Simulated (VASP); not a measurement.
Write the native input for VASP 6.6.1 that does the following.

* Task: relaxation of the atoms
* Functional: PBEsol
* Potentials or basis: VASP PAW PBE potentials, release 64 (Si, Ni)
* Cutoff: 520 eV
* k mesh: 8 × 8 × 8
* Occupations: gaussian, width 0.1 eV
* Spin: no spin polarisation
* Dipole correction: no
* Further INCAR settings: ALGO = Fast; EDIFF = 1e-06; IBRION = 2; EDIFFG = -0.01; NSW = 50

The structure of SiNi lies in POSCAR:

```
SiNi
1.0
    4.4228427770      0.0000000000      0.0000000000
    0.0000000000      4.4228427770      0.0000000000
    0.0000000000      0.0000000000      4.4228427770
Si Ni
4 4
Direct
    0.8464645371      0.8464645371      0.8464645371
    0.6535354629      0.1535354629      0.3464645371
    0.3464645371      0.6535354629      0.1535354629
    0.1535354629      0.3464645371      0.6535354629
    0.1489905015      0.1489905015      0.1489905015
    0.3510094985      0.8510094985      0.6489905015
    0.6489905015      0.3510094985      0.8510094985
    0.8510094985      0.6489905015      0.3510094985
```

One way to write it, as run:

INCAR

```
PREC     = Accurate       # precision mode
ENCUT    = 520            # plane-wave cutoff, eV
EDIFF    = 1E-6           # SCF threshold, eV
ISMEAR   = 0              # smearing method
SIGMA    = 0.1            # smearing width, eV
LREAL    = False          # projectors in reciprocal space
LASPH    = True           # aspherical terms in the spheres
NELM     = 100            # most SCF steps
ALGO     = Fast           # electronic algorithm
ISIF     = 2              # what is computed and relaxed
LWAVE    = False          # write WAVECAR
LCHARG   = False          # write CHGCAR
GGA      = PS             # functional
IBRION   = 2              # ionic algorithm
NSW      = 50             # ionic steps
EDIFFG   = -0.01          # ionic threshold
```

KPOINTS

```
regular mesh
0
Gamma
  8 8 8
```

Potentials or basis: VASP PAW PBE potentials, release 64 (Si, Ni).

Launch:

```bash
$ cat potpaw_PBE.64/Si/POTCAR potpaw_PBE.64/Ni/POTCAR > POTCAR
$ mpirun -np 1 vasp_std > vasp.out
```

It gave:

- Energy gained by relaxing: 0.0 meV/atom
- Ionic steps: 3
- Pressure after relaxing: 6.8 GPa
- Largest force after relaxing: 0.006 eV/Å
- Band gap on the k mesh: zero (bands 28 and 29 overlap by 1.29 eV)

Caveat: the PAW data sets were made with another functional, which shifts forces and pressure a little.

Wall time 5.4 min on 1 thread of Oxide Virtual Turin-like Processor (shared host), peak memory 0.24 GiB.
